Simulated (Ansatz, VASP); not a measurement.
# P in VASP and in Ansatz

The input INCAR:

```
PREC = Accurate
ENCUT = 520
EDIFF = 1E-7
ISMEAR = 0
SIGMA = 0.05
LREAL = F
LASPH = T
NELM = 100
ALGO = Normal
ISIF = 2
LWAVE = F
LCHARG = F
GGA = PS
NBANDS = 18
```

The input KPOINTS:

```
regular mesh
0
Gamma
  8 1 6
```

File POSCAR:

```
P
1.0
    3.2472216892      0.0026272243      0.0208827160
    0.0278881946     35.2422347915     -0.1903147246
    0.0294575304     -0.0252905626      4.6665812596
P
4
Direct
    0.0065949727      0.9698975608      0.5918236990
    0.0017931715      0.0299103841      0.4069994108
    0.4951122991      0.0286769717      0.0896230459
    0.4964995567      0.9715150834      0.9115538442
```

Input for Ansatz:

```yaml
crystal:
  lattice:
    - [3.2472216892, 0.0026272243, 0.020882716]
    - [0.0278881946, 35.2422347915, -0.1903147246]
    - [0.0294575304, -0.0252905626, 4.6665812596]
  atoms:
    - { symbol: P, position: [0.0065949727, 0.9698975608, 0.591823699] }
    - { symbol: P, position: [0.0017931715, 0.0299103841, 0.4069994108] }
    - { symbol: P, position: [0.4951122991, 0.0286769717, 0.0896230459] }
    - { symbol: P, position: [0.4964995567, 0.9715150834, 0.9115538442] }
basis:
  ecutwfc: 420
kpoints:
  mp_grid: { grid: [8, 1, 6] }
hamiltonian:
  xc: pbesol
scf:
  occupations: { method: gaussian, width: 0.05 }
output:
  forces: true
  stress: true
  eigenvalues: true
```

Change from the starting cell: all atoms moved at random (sigma 0.03 Å a component), cell strained at random (sigma 0.01).

Alike in both runs: task single point; functional PBEsol; k mesh 8 × 1 × 6; occupations gaussian, width 0.05 eV; no spin polarisation.

|  | VASP | Ansatz |
| --- | --- | --- |
| version | VASP 6.6.1 | Ansatz 0.2.0 |
| potentials or method | VASP PAW PBE potentials, release 64 (P), cutoff 520 eV | scalar-relativistic, plane waves, PAW |
| valence electrons in the cell | 20 | 20 |

```csv
,VASP,Ansatz,Ansatz less VASP
gap on the k mesh at the Fermi level (eV),0.96,0.94,-0.016
least direct gap on the mesh (eV),0.96,0.94,-0.016
rms of the force components (eV/Å),0.407,0.411,+0.0040
```

VASP's potentials were made for PBE, not for PBEsol. Atom by atom the forces differ by 0.012 eV/Å (rms over components).
